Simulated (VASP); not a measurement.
A run of VASP 6.6.1 is set up as follows.

The input INCAR:

```
SYSTEM = HgTe
ALGO = Normal
EDIFF = 1E-6
ENCUT = 520
GGA = CA
ISIF = 2
ISMEAR = -1
LASPH = .True.
LCHARG = .False.
LREAL = .False.
LWAVE = .False.
NBANDS = 16
NELM = 60
PREC = Accurate
SIGMA = 0.03
```

Contents of KPOINTS:

```
k-points
0
Gamma
  11 11 11
  0 0 0
```

The input POSCAR:

```
HgTe
1.0
    0.0644700000      3.2557350000      3.2557350000
    3.2557350000      0.0644700000      3.2557350000
    3.2557350000      3.2557350000      0.0644700000
Hg Te
1 1
Direct
    0.0000000000      0.0000000000      0.0000000000
    0.7500000000      0.7500000000      0.7500000000
```

Potentials or basis: VASP PAW LDA potentials, release 64 (Hg, Te).

Launch:

```sh
$ cat potpaw_LDA.64/Hg/POTCAR potpaw_LDA.64/Te/POTCAR > POTCAR
$ mpirun -np 1 vasp_std > vasp.out
```

Question: What does it give for the pressure?

Answer: 0.1 GPa.

Question: Estimate the band gap on the k mesh.

Answer: Zero (filled and empty bands touch).

Question: Predict the largest force.

Answer: 0.171 eV/Å.

Stress tensor (GPa, compression positive):
```
 0.09 -0.79 -0.79
-0.79  0.09 -0.79
-0.79 -0.79  0.09
```

Caveat: the cell differs from its parent crystal (equal xy, yz and zx shear strains of +2 %); semilocal functionals underestimate gaps, so a narrow gap can read as zero; spin-orbit coupling is left out, which moves the levels of the heavy elements.
